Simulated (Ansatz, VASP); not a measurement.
**TiAl: VASP beside Ansatz**

```
Al Ti
1.0
     3.03059    0.00000    0.00000
     0.00000    3.03059    0.00000
     0.00000    0.00000    3.03059
Al Ti
1 1
Direct
  0.00000 0.00000 0.00000
  0.50000 0.50000 0.50000
```

Alike in both runs: task relaxation of cell and atoms; functional PBE; k mesh 6 × 6 × 6; occupations gaussian, width 0.1 eV; no spin polarisation.

|  | VASP | Ansatz |
| --- | --- | --- |
| version | VASP 6.6.1 | Ansatz 0.2.0 |
| potentials or method | VASP PAW PBE potentials, release 64 (Al, Ti_sv), cutoff 500 eV | scalar-relativistic, plane waves, PAW |
| valence electrons in the cell | 15 | 15 |

Ansatz gave:

```
gap on the k mesh at the Fermi level, each at its own relaxed structure (eV) : none
relaxed volume (Å³/atom)                                                     : 16.08
relaxed cell length with the largest relative difference (Å)                 : 3.180
```

Task: Which values does VASP return?

Result: gap on the k mesh at the Fermi level, each at its own relaxed structure (eV): none; relaxed volume (Å³/atom): 16.15; relaxed cell length with the largest relative difference (Å): 3.185.

A gap of «none» marks a metal or a gap that the smearing closes.

Noted on VASP's run: the volume moved by over 15 % at a fixed basis, so the end points are rough.
